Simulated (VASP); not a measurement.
HfN, 2 atoms in the cell. Symmetry: F-43m, No. 216, cubic system. Conventional cell: a = 4.910 Å, b = 4.910 Å, c = 4.910 Å, α = 90.00°, β = 90.00°, γ = 90.00°. Within 2.8 Å of Hf (site symmetry -43m) lie 4 N at 2.13 Å. Within 2.8 Å of N (site symmetry -43m) lie 4 Hf at 2.13 Å. 

- Program: VASP 6.6.1
- Task: single point
- Functional: LDA
- Potentials or basis: VASP PAW LDA potentials, release 64 (Hf_pv, N)
- Cutoff: 520 eV
- k mesh: 9 × 9 × 9
- Occupations: fermi-dirac, width 0.05 eV
- Spin: no spin polarisation
- Dipole correction: no
- Further INCAR settings: ALGO = Normal; EDIFF = 1e-07; NBANDS = 14

Potentials or basis: VASP PAW LDA potentials, release 64 (Hf_pv, N).

Command:

```bash
$ cat potpaw_LDA.64/Hf_pv/POTCAR potpaw_LDA.64/N/POTCAR > POTCAR
$ mpirun -np 1 vasp_std > vasp.out
```

Hardware: 1 thread of AMD EPYC 7R43 64-Core Processor (Zen 3), with other jobs on the host.

Q: How long does it take, and how much memory?

A: Wall time 22 s on 1 thread of AMD EPYC 7R43 64-Core Processor (Zen 3), with other jobs on the host, peak memory 0.11 GiB. Counts: scf iterations 13, k points 35.
